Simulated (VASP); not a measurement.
# Na4Au: relaxation of cell and atoms with PBE

The system is Na4Au.

```
CELL_PARAMETERS angstrom
4.81542 0.00000 0.00000
-2.40771 4.17028 0.00000
0.00000 0.00000 9.77469
ATOMIC_POSITIONS crystal
Na 0.33333 0.66667 0.00000
Na 0.66667 0.33333 0.00000
Na 0.66667 0.33333 0.65890
Na 0.66667 0.33333 0.34110
Au 0.33333 0.66667 0.50000
```

The cell was generated, and may not be a known phase.

```json
{"Program": "VASP 6.6.1", "Task": "relaxation of cell and atoms", "Functional": "PBE", "Potentials or basis": "VASP PAW PBE potentials, release 64 (Na_pv, Au)", "Cutoff": "600 eV", "k mesh": "12 × 12 × 4", "Occupations": "gaussian, width 0.1 eV", "Spin": "no spin polarisation", "Dipole correction": "no", "Further INCAR settings": "ALGO = Fast; EDIFF = 1e-07; IBRION = 2; EDIFFG = -0.01; NSW = 100; ISIF = 3"}
```

```yaml
Relaxed_volume: 39.51 Å³/atom
Relaxed_cell: a = 4.796 Å, b = 4.796 Å, c = 9.917 Å, α = 90.00°, β = 90.00°, γ = 120.00°
Space_group_after_relaxing_to_0.1_Å: P-6m2 (No. 187)
Energy_gained_by_relaxing: 0.4 meV/atom
Ionic_steps: 5
Pressure_after_relaxing: 0.0 GPa
Largest_force_after_relaxing: 0.009 eV/Å
Band_gap_on_the_k_mesh: zero (an odd number of electrons rules out a gap without spin polarisation)
```

Forces on the atoms (eV/Å):
```
Na   0.000  0.000  0.000
Na   0.000  0.000  0.000
Na   0.000  0.000 -0.009
Na   0.000  0.000  0.009
Au   0.000  0.000  0.000
```

Step by step:
```tsv
step	energy change (eV)	largest force (eV/Å)	pressure (GPa)	volume (Å³)
1	0.0000	0.0050	0.03	196.29
2	-0.0006	0.0054	0.03	196.50
3	-0.0017	0.0073	0.01	197.11
4	-0.0012	0.0107	-0.03	198.32
5	-0.0020	0.0087	-0.01	197.55
```

Final structure:
```
Na Au
1.0
     4.79595    0.00000    0.00000
    -2.39797    4.15341    0.00000
     0.00000    0.00000    9.91738
Na Au
4 1
Direct
  0.33333 0.66667 0.00000
  0.66667 0.33333 0.00000
  0.66667 0.33333 0.65875
  0.66667 0.33333 0.34125
  0.33333 0.66667 0.50000
```

Levels at points of the mesh, in eV from the Fermi level:
| k point | band 17 | band 18 | band 19 | band 20 | band 21 | band 22 |
| --- | --- | --- | --- | --- | --- | --- |
| (0.00, 0.00, 0.00) | -3.30 | -3.30 | -2.36 | -1.12 | 2.67 | 3.15 |
| (0.50, 0.00, 0.00) | -3.26 | -2.58 | -0.85 | -0.25 | 0.32 | 0.79 |
| (0.00, 0.00, 0.50) | -3.30 | -3.30 | -2.76 | 0.06 | 0.56 | 4.63 |
| (0.50, 0.00, 0.50) | -3.25 | -2.56 | -0.69 | -0.38 | -0.36 | 1.87 |

Wall time 28 min on 1 thread of Intel Xeon 8259CL (shared host), peak memory 0.57 GiB.

Caveat: spin-orbit coupling is left out, which moves the levels of the heavy elements.
